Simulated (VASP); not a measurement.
A run of VASP 6.6.1 is set up as follows.

INCAR

```
SYSTEM = TlCl
ALGO = Normal
EDIFF = 1E-6
ENCUT = 500
GGA = PE
GGA_COMPAT = .False.
ISIF = 2
ISMEAR = -1
IVDW = 13
LASPH = .True.
LCHARG = .False.
LREAL = .False.
LWAVE = .False.
NBANDS = 17
NELM = 120
PREC = Accurate
SIGMA = 0.02
```

Contents of KPOINTS:

```
k-points
0
Gamma
  6 6 6
  0 0 0
```

File POSCAR:

```
TlCl
1.0
    3.9502340233      0.0000000000      0.0000000000
    0.0000000000      3.9502340233      0.0000000000
    0.0000000000      0.0000000000      3.9502340233
Tl Cl
1 1
Direct
    0.0000000000      0.0000000000      0.0000000000
    0.5000000000      0.5000000000      0.5000000000
```

Potentials or basis: VASP PAW PBE potentials, release 64 (Tl_d, Cl).

Run with:

```console
$ cat potpaw_PBE.64/Tl_d/POTCAR potpaw_PBE.64/Cl/POTCAR > POTCAR
$ mpirun -np 1 vasp_std > vasp.out
```

Q: What does it give for the pressure?

A: -0.1 GPa.

Q: What does it give for the band gap on the k mesh?

A: 2.29 eV.

Q: What does it give for the dispersion energy per atom?

A: -0.395 eV.

Caveat: spin-orbit coupling is left out, which moves the levels of the heavy elements. A k mesh can miss the band edges.
